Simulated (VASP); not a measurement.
# BaZrO3 (Pm-3m) in VASP: notebook

Aim: see how the results for BaZrO3 move with the level of theory and the settings. Levels: BLYP, PBE+D3(BJ), PBE+D4, r2SCAN. Tasks: single point, relaxation of cell and atoms.

Everything below comes from runs of VASP 6.6.1. Logs are shortened: lines on timing, memory, paths and dates and some standing lists are left out, and cuts for length are marked.

**1. The cell of the first run**

It takes space group Pm-3m (No. 221, cubic). The conventional cell has a = 4.270 Å, b = 4.270 Å, c = 4.270 Å, α = 90.00°, β = 90.00°, γ = 90.00°. Ba (site symmetry m-3m) has 12 O at 3.02 Å and 8 Zr at 3.70 Å within 4.0 Å. Zr (site symmetry m-3m) has 6 O at 2.13 Å within 2.8 Å. Within 2.8 Å of O (site symmetry 4/mmm) lie 2 Zr at 2.13 Å.

**2. Single point, BLYP**

INCAR

```
PREC = Accurate
ENCUT = 520
EDIFF = 1E-6
ISMEAR = -1
SIGMA = 0.05
LREAL = False
LASPH = True
NELM = 100
ALGO = Normal
ISIF = 2
LWAVE = False
LCHARG = True
GGA = B5
ALDAX = 1.0
AGGAX = 1.0
AGGAC = 1.0
ALDAC = 0.0
LELF = True
LVHAR = True
NBANDS = 28
```

KPOINTS

```
regular mesh
0
Gamma
  6 6 6
```

POSCAR

```
BaZrO3
1.0
    4.2697050518      0.0000000000      0.0000000000
    0.0000000000      4.2697050518      0.0000000000
    0.0000000000      0.0000000000      4.2697050518
Ba Zr O
1 1 3
Direct
    0.0000000000      0.0000000000      0.0000000000
    0.5000000000      0.5000000000      0.5000000000
    0.5000000000      0.5000000000      0.0000000000
    0.5000000000      0.0000000000      0.5000000000
    0.0000000000      0.5000000000      0.5000000000
```

Potentials or basis: VASP PAW PBE potentials, release 64 (Ba_sv, Zr_sv, O).

Run with:

```console
$ cat potpaw_PBE.64/Ba_sv/POTCAR potpaw_PBE.64/Zr_sv/POTCAR potpaw_PBE.64/O/POTCAR > POTCAR
$ mpirun -np 1 vasp_std > vasp.out
```

OUTCAR:

```text
PREC = Accurate
   ENCUT = 520
   EDIFF = 1E-6
   ISMEAR = -1
   LREAL = False
   LASPH = True
   NELM = 100
   ISIF = 2
   GGA = B5

 ion  position               nearest neighbor table
   1  0.000  0.000  0.000-   3 3.02   4 3.02   5 3.02   4 3.02   5 3.02   3 3.02   5 3.02   5 3.02
                             3 3.02   4 3.02   4 3.02   3 3.02   2 3.70   2 3.70   2 3.70   2 3.70
   2  0.500  0.500  0.500-   3 2.13   4 2.13   5 2.13   3 2.13   4 2.13   5 2.13   1 3.70   1 3.70
                             1 3.70   1 3.70   1 3.70   1 3.70   1 3.70   1 3.70
   3  0.500  0.500  0.000-   2 2.13   2 2.13   1 3.02   1 3.02   1 3.02   1 3.02
   4  0.500  0.000  0.500-   2 2.13   2 2.13   1 3.02   1 3.02   1 3.02   1 3.02
   5  0.000  0.500  0.500-   2 2.13   2 2.13   1 3.02   1 3.02   1 3.02   1 3.02

  LATTYP: Found a simple cubic cell.
 ALAT       =     4.2697050518

  Lattice vectors:

 A1 = (   4.2697050518,   0.0000000000,   0.0000000000)
 A2 = (   0.0000000000,   4.2697050518,   0.0000000000)
 A3 = (   0.0000000000,   0.0000000000,   4.2697050518)

Analysis of symmetry for initial positions (statically):
=====================================================================
 Subroutine PRICEL returns:
 Original cell was already a primitive cell.

 Routine SETGRP: Setting up the symmetry group for a
 simple cubic supercell.

 Subroutine GETGRP returns: Found 48 space group operations
 (whereof 48 operations were pure point group operations)
 out of a pool of 48 trial point group operations.

The static configuration has the point symmetry O_h .

Analysis of symmetry for dynamics (positions and initial velocities):
=====================================================================
 Subroutine PRICEL returns:
 Original cell was already a primitive cell.

 Routine SETGRP: Setting up the symmetry group for a
 simple cubic supercell.

 Subroutine GETGRP returns: Found 48 space group operations
 (whereof 48 operations were pure point group operations)
 out of a pool of 48 trial point group operations.

The dynamic configuration has the point symmetry O_h .

 Subroutine INISYM returns: Found 48 space group operations
 (whereof 48 operations are pure point group operations),
 and found     1 'primitive' translations

----------------------------------------------------------------------------------------

                                     Primitive cell

  volume of cell :      77.8384

  direct lattice vectors                    reciprocal lattice vectors
     4.269705052  0.000000000  0.000000000     0.234208215  0.000000000  0.000000000
     0.000000000  4.269705052  0.000000000     0.000000000  0.234208215  0.000000000
     0.000000000  0.000000000  4.269705052     0.000000000  0.000000000  0.234208215

  length of vectors
     4.269705052  4.269705052  4.269705052     0.234208215  0.234208215  0.234208215

  position of ions in fractional coordinates (direct lattice)
     0.000000000  0.000000000  0.000000000
     0.500000000  0.500000000  0.500000000
     0.500000000  0.500000000  0.000000000
     0.500000000  0.000000000  0.500000000
     0.000000000  0.500000000  0.500000000

  ion indices of the primitive-cell ions
   primitive index   ion index
                 1           1
                 2           2
                 3           3
                 4           4
                 5           5

----------------------------------------------------------------------------------------

 KPOINTS: regular mesh

Automatic generation of k-mesh.
 Grid dimensions read from file:
 generate k-points for:    6    6    6

 Generating k-lattice:

  Cartesian coordinates                     Fractional coordinates (reciprocal lattice)
     0.039034703  0.000000000  0.000000000     0.166666667  0.000000000  0.000000000
     0.000000000  0.039034703  0.000000000     0.000000000  0.166666667  0.000000000
     0.000000000  0.000000000  0.039034703     0.000000000  0.000000000  0.166666667

  Length of vectors
     0.039034703  0.039034703  0.039034703

  Shift w.r.t. Gamma in fractional coordinates (k-lattice)
     0.000000000  0.000000000  0.000000000

 Subroutine IBZKPT returns following result:
 ===========================================

 Found     20 irreducible k-points:

 Following reciprocal coordinates:
            Coordinates               Weight
  0.000000  0.000000  0.000000      1.000000
  0.166667  0.000000  0.000000      6.000000
  0.333333  0.000000  0.000000      6.000000
  0.500000  0.000000  0.000000      3.000000
  0.166667  0.166667  0.000000     12.000000
  0.333333  0.166667  0.000000     24.000000
[... 12 lines left out ...]
  0.500000  0.500000  0.333333      6.000000
  0.500000  0.500000  0.500000      1.000000
   k-points           NKPTS =     20   k-points in BZ     NKDIM =     20   number of bands    NBANDS=     28
   number of dos      NEDOS =    301   number of ions     NIONS =      5
   total plane-waves  NPLWV =  32768
   dimension x,y,z NGX =    32 NGY =   32 NGZ =   32
   dimension x,y,z NGXF=    64 NGYF=   64 NGZF=   64
   ions per type =               1   1   3
   NGX,Y,Z   is equivalent  to a cutoff of  12.46, 12.46, 12.46 a.u.
   NGXF,Y,Z  is equivalent  to a cutoff of  24.92, 24.92, 24.92 a.u.
 SYSTEM =  unknown system
   PREC   = accura    normal or accurate (medium, high low for compatibility)
   ISTART =      0    job   : 0-new  1-cont  2-samecut
   ICHARG =      2    charge: 1-file 2-atom 10-const
   ISPIN  =      1    spin polarized calculation?
   LNONCOLLINEAR =      F non collinear calculations
   LSORBIT =      F    spin-orbit coupling
   LASPH  =      T    aspherical Exc in radial PAW
   ENCUT  =  520.0 eV  38.22 Ry    6.18 a.u.   7.94  7.94  7.94*2*pi/ulx,y,z
   NELM   =    100;   NELMIN=  2; NELMDL= -5     # of ELM steps
   EDIFF  = 0.1E-05   stopping-criterion for ELM
   LREAL  =      F    real-space projection
   EDIFFG = 0.1E-04   stopping-criterion for IOM
   NSW    =      0    number of steps for IOM
   IBRION =     -1    ionic relax: 0-MD 1-quasi-New 2-CG
   NFREE  =      0    steps in history (QN), initial steepest desc. (CG)
   ISIF   =      2    stress and relaxation
   ISYM   =      2    0-nonsym 1-usesym 2-fastsym
   POTIM  = 0.5000    time-step for ionic-motion
   TEBEG  =    0.0;   TEEND  =   0.0 temperature during run
   PSTRESS=    0.0 pullay stress
   NELECT =      40.0000    total number of electrons
   NUPDOWN=      -1.0000    fix difference up-down
   EMIN   =  10.00;   EMAX   =-10.00  energy-range for DOS
   EFERMI =   0.00;   METHOD = LEGACY
   ISMEAR =    -1;   SIGMA  =   0.05  broadening in eV -4-tet -1-fermi 0-gaus
   EFERMI_NEDOS =   21; number of points for ismear=-14 and -15
   IALGO  =     38    algorithm
   IMIX   =      4    mixing-type and parameters
     AMIX     =   0.40;   BMIX     =  1.00
     AMIX_MAG =   1.60;   BMIX_MAG =  1.00
  volume/ion in A,a.u.               =      15.57       105.06
  Fermi-wavevector in a.u.,A,eV,Ry     =   1.311285  2.477969 23.394772  1.719467
  Thomas-Fermi vector in A             =   2.441757
   LORBIT       =      0    0 simple, 1 ext, 2 COOP (PROOUT), +10 PAW based schemes
   GGA     = B5    functional components
   LHFCALC =     F    Hartree Fock is set to
   AEXX    =    0.0000 exact exchange contribution
   IVDW    =     0    specifies the selected vdW correction
   LEPSILON=     F    determine dielectric tensor
   LRPA    =     F    only Hartree local field effects (RPA)
 non-spin polarized calculation
  energy-cutoff  :      520.00
  volume of cell :       77.84
 maximum number of plane-waves:      2176
 NGX is ok and might be reduce to    32
   NGX = 15   NGY = 15   NGZ = 15

 number of electron      39.9999980 magnetization

 Free energy of the ion-electron system (eV)
  ---------------------------------------------------
  ext. energy  EPLUGINS =         0.00000000
  ---------------------------------------------------
  free energy    TOTEN  =       -39.95586254 eV

  energy without entropy =      -39.95586254  energy(sigma->0) =      -39.95586254

 E-fermi :   4.7992     XC(G=0):  -9.9972

 val. band max:        3.7564914650   @ k =   0.5000   0.5000   0.5000
 cond. band min:       6.8950761561   @ k =   0.0000   0.0000   0.0000
 fundamental gap:      3.1385846911
 Fermi energy:         4.7992106104

 k-point     1 :       0.0000    0.0000    0.0000
  band No.  band energies     occupation
      1     -43.5439      2.00000
      2     -21.7235      2.00000
      3     -21.6988      2.00000
      4     -21.6988      2.00000
      5     -21.6988      2.00000
      6     -12.4044      2.00000
[... 20 lines left out ...]
     27      10.6532      0.00000
     28      10.6532      0.00000

 k-point     2 :       0.1667    0.0000    0.0000
  band No.  band energies     occupation
      1     -43.5433      2.00000
      2     -21.8210      2.00000
      3     -21.6976      2.00000
      4     -21.6976      2.00000
      5     -21.6371      2.00000
      6     -12.3991      2.00000
[... 20 lines left out ...]
     27      10.6537      0.00000
     28      11.4328      0.00000

 k-point     3 :       0.3333    0.0000    0.0000
  band No.  band energies     occupation
      1     -43.5421      2.00000
      2     -21.9339      2.00000
      3     -21.6951      2.00000
      4     -21.6951      2.00000
      5     -21.5932      2.00000
      6     -12.4729      2.00000
[... 20 lines left out ...]
     27      11.1665      0.00000
     28      11.2367      0.00000

 k-point     4 :       0.5000    0.0000    0.0000
  band No.  band energies     occupation
      1     -43.5415      2.00000
      2     -21.9831      2.00000
      3     -21.6939      2.00000
      4     -21.6939      2.00000
      5     -21.5773      2.00000
      6     -12.5192      2.00000
[... 454 lines left out ...]
     27      11.7298      0.00000
     28      12.3537      0.00000

 k-point    19 :       0.5000    0.5000    0.3333
  band No.  band energies     occupation
      1     -43.5374      2.00000
      2     -21.8728      2.00000
      3     -21.8728      2.00000
      4     -21.8271      2.00000
      5     -21.6347      2.00000
      6     -11.5895      2.00000
[... 20 lines left out ...]
     27      11.9635      0.00000
     28      12.6266      0.00000

 k-point    20 :       0.5000    0.5000    0.5000
  band No.  band energies     occupation
      1     -43.5368      2.00000
      2     -21.8712      2.00000
      3     -21.8712      2.00000
      4     -21.8712      2.00000
      5     -21.6279      2.00000
      6     -11.3604      2.00000
[... 20 lines left out ...]
     27      12.5179      0.00000
     28      12.5179      0.00000

------------------------ aborting loop because EDIFF is reached ----------------------------------------

  FORCE on cell =-STRESS in cart. coord.  units (eV):
  Direction    XX          YY          ZZ          XY          YZ          ZX
  --------------------------------------------------------------------------------------
  -------------------------------------------------------------------------------------
  Total        0.5148067      0.5148067      0.5148067      0.0000000      0.0000000     -0.0000000
  in kB       10.5964676     10.5964676     10.5964676      0.0000000      0.0000000     -0.0000000
  external PRESSURE =      10.5964676 kB  Pullay stress =       0.0000000 kB

 VOLUME and BASIS-vectors are now :
 -----------------------------------------------------------------------------
  energy-cutoff  :      520.00
  volume of cell :       77.84
      direct lattice vectors                 reciprocal lattice vectors
     4.269705052  0.000000000  0.000000000     0.234208215  0.000000000  0.000000000
     0.000000000  4.269705052  0.000000000     0.000000000  0.234208215  0.000000000
     0.000000000  0.000000000  4.269705052     0.000000000  0.000000000  0.234208215

 POSITION                                       TOTAL-FORCE (eV/Angst)
 -----------------------------------------------------------------------------------
      0.00000      0.00000      0.00000         0.000000      0.000000      0.000000
      2.13485      2.13485      2.13485         0.000000      0.000000      0.000000
      2.13485      2.13485      0.00000         0.000000      0.000000      0.000000
      2.13485      0.00000      2.13485         0.000000      0.000000      0.000000
      0.00000      2.13485      2.13485         0.000000      0.000000      0.000000
 -----------------------------------------------------------------------------------
    total drift:                                0.000000     -0.000000     -0.000000

  FREE ENERGIE OF THE ION-ELECTRON SYSTEM (eV)
  ---------------------------------------------------
  free  energy   TOTEN  =       -39.9558625388 eV

  energy  without entropy=      -39.9558625387  energy(sigma->0) =      -39.95586254
```

Wall time 77 s (1 thread of Intel Xeon 8259CL, shared host); peak memory 0.2 GiB.

Results:

```
Free energy            : -39.9559 eV
Pressure               : 1.1 GPa
Band gap on the k mesh : 3.14 eV (least direct gap 3.41 eV)
```

Caveat: the PAW data sets were made with another functional, which shifts forces and pressure a little; spin-orbit coupling is left out, which moves the levels of the heavy elements. A k mesh can miss the band edges.

**3. Relaxation of cell and atoms, BLYP**

This run uses another cell than the first one, of 14.73 Å³/atom.

INCAR

```
SYSTEM = BaZrO3
PREC     = Accurate       ! precision mode
ENCUT    = 600            ! plane-wave cutoff, eV
EDIFF    = 1E-6           ! SCF threshold, eV
ISMEAR   = -1             ! smearing method
SIGMA    = 0.05           ! smearing width, eV
LREAL    = .FALSE.        ! projectors in reciprocal space
LASPH    = .TRUE.         ! aspherical terms in the spheres
NELM     = 80             ! most SCF steps
ALGO     = Normal         ! electronic algorithm
ISIF     = 3              ! what is computed and relaxed
LWAVE    = .FALSE.        ! write WAVECAR
LCHARG   = .FALSE.        ! write CHGCAR
GGA      = B5             ! functional
ALDAX    = 1.0          
AGGAX    = 1.0          
AGGAC    = 1.0          
ALDAC    = 0.0          
IBRION   = 2              ! ionic algorithm
NSW      = 60             ! ionic steps
EDIFFG   = -0.01          ! ionic threshold
```

KPOINTS

```
regular mesh
0
G
  6 6 6
  0 0 0
```

Changes to POSCAR since step 2:

```diff
@@ -2,5 +2,5 @@
 1.0
-    4.2697050518      0.0000000000      0.0000000000
-    0.0000000000      4.2697050518      0.0000000000
-    0.0000000000      0.0000000000      4.2697050518
+    4.1913400000      0.0000000000      0.0000000000
+    0.0000000000      4.1913400000      0.0000000000
+    0.0000000000      0.0000000000      4.1913400000
 Ba Zr O
```

Potentials or basis: VASP PAW PBE potentials, release 64 (Ba_sv, Zr_sv, O).

Run with:

```console
$ cat potpaw_PBE.64/Ba_sv/POTCAR potpaw_PBE.64/Zr_sv/POTCAR potpaw_PBE.64/O/POTCAR > POTCAR
$ mpirun -np 1 vasp_std > vasp.out
```

Run time: 5.3 min. Hardware: 1 thread of Intel Xeon 8259CL, shared host; peak memory 0.25 GiB.

It converged, with:

```
Free energy                           : -39.9545 eV
Relaxed volume                        : 15.67 Å³/atom
Relaxed cell                          : a = 4.279 Å, b = 4.279 Å, c = 4.279 Å, α = 90.00°, β = 90.00°, γ = 90.00°
Space group after relaxing (to 0.1 Å) : Pm-3m (No. 221)
Energy gained by relaxing             : 28.4 meV/atom
Ionic steps                           : 4
Pressure after relaxing               : 0.0 GPa
Band gap on the k mesh                : 3.12 eV (least direct gap 3.40 eV)
```

The path:
```
step  energy change (eV)  largest force (eV/Å)  pressure (GPa)  volume (Å³)
   1              0.0000                0.0000           10.09        73.63
   2              0.0096                0.0000           -8.25        83.96
   3             -0.1422                0.0000           -0.14        78.47
   4             -0.1422                0.0000            0.05        78.37
```

Final structure:
```
CELL_PARAMETERS angstrom
4.27940 0.00000 0.00000
0.00000 4.27940 0.00000
0.00000 0.00000 4.27940
ATOMIC_POSITIONS crystal
Ba 0.00000 0.00000 0.00000
Zr 0.50000 0.50000 0.50000
O 0.50000 0.50000 0.00000
O 0.50000 0.00000 0.50000
O 0.00000 0.50000 0.50000
```

Levels at points of the mesh, in eV from the valence-band top:
```tsv
k point	band 17	band 18	band 19	band 20	band 21	band 22	band 23	band 24
(0.00, 0.00, 0.00)	-0.88	-0.28	-0.28	-0.28	3.12	3.12	3.12	4.71
(0.50, 0.00, 0.00)	-1.61	-1.48	-0.52	-0.52	3.49	5.31	5.31	6.30
(0.50, 0.50, 0.00)	-0.90	-0.90	-0.90	-0.07	5.30	5.30	6.10	6.22
(0.50, 0.50, 0.50)	-2.45	0.00	0.00	0.00	5.87	5.87	5.87	6.46
```

Caveat: the PAW data sets were made with another functional, which shifts forces and pressure a little; spin-orbit coupling is left out, which moves the levels of the heavy elements. Zero-point motion and thermal expansion aren't in these numbers.

**4. Relaxation of cell and atoms, PBE+D3(BJ)**

This run uses another cell than the first one, of 14.73 Å³/atom.

INCAR

```
SYSTEM = BaZrO3
PREC = Accurate
ENCUT = 600
EDIFF = 1E-7
ISMEAR = -1
SIGMA = 0.05
LREAL = .False.
LASPH = .True.
NELM = 100
ALGO = Normal
ISIF = 3
LWAVE = .False.
LCHARG = .False.
GGA = PE
IVDW = 12
IBRION = 2
NSW = 60
EDIFFG = -0.01
```

KPOINTS

```
regular mesh
0
Gamma
  6 6 6
  0 0 0
```

POSCAR is that of step 3.

Run with:

```console
$ cat potpaw_PBE.64/Ba_sv/POTCAR potpaw_PBE.64/Zr_sv/POTCAR potpaw_PBE.64/O/POTCAR > POTCAR
$ mpirun -np 1 vasp_std > vasp.out
```

Wall time 3.2 min (1 thread of Intel Xeon 8259CL, shared host); peak memory 0.25 GiB.

The run converged. Its results:

```yaml
Free_energy: -42.9298 eV
Relaxed_volume: 14.93 Å³/atom
Relaxed_cell: a = 4.211 Å, b = 4.211 Å, c = 4.211 Å, α = 90.00°, β = 90.00°, γ = 90.00°
Space_group_after_relaxing_to_0.1_Å: Pm-3m (No. 221)
Energy_gained_by_relaxing: 1.4 meV/atom
Ionic_steps: 3
Pressure_after_relaxing: 0.0 GPa
Band_gap_on_the_k_mesh: 3.16 eV (least direct gap 3.40 eV)
Dispersion_energy_per_atom: -0.242 eV
```

Step by step:
| step | energy change (eV) | largest force (eV/Å) | pressure (GPa) | volume (Å³) |
| --- | --- | --- | --- | --- |
| 1 | 0.0000 | 0.0000 | 2.21 | 73.63 |
| 2 | 0.0015 | 0.0000 | -2.31 | 75.82 |
| 3 | -0.0070 | 0.0000 | 0.00 | 74.66 |

Final structure:
```
Ba Zr O
1.0
     4.21072    0.00000    0.00000
     0.00000    4.21072    0.00000
     0.00000    0.00000    4.21072
Ba Zr O
1 1 3
Direct
  0.00000 0.00000 0.00000
  0.50000 0.50000 0.50000
  0.50000 0.50000 0.00000
  0.50000 0.00000 0.50000
  0.00000 0.50000 0.50000
```

Levels at points of the mesh, in eV from the valence-band top:
```
           k point  band 17  band 18  band 19  band 20  band 21  band 22  band 23  band 24
(0.00, 0.00, 0.00)    -0.96    -0.24    -0.24    -0.24     3.16     3.16     3.16     4.64
(0.50, 0.00, 0.00)    -1.71    -1.64    -0.47    -0.47     3.59     5.62     5.62     6.38
(0.50, 0.50, 0.00)    -0.93    -0.93    -0.82    -0.08     5.59     5.59     6.38     6.41
(0.50, 0.50, 0.50)    -2.53     0.00     0.00     0.00     5.93     5.93     5.93     6.88
```

Caveat: spin-orbit coupling is left out, which moves the levels of the heavy elements. A k mesh can miss the band edges.

[end of part 1 of 2]
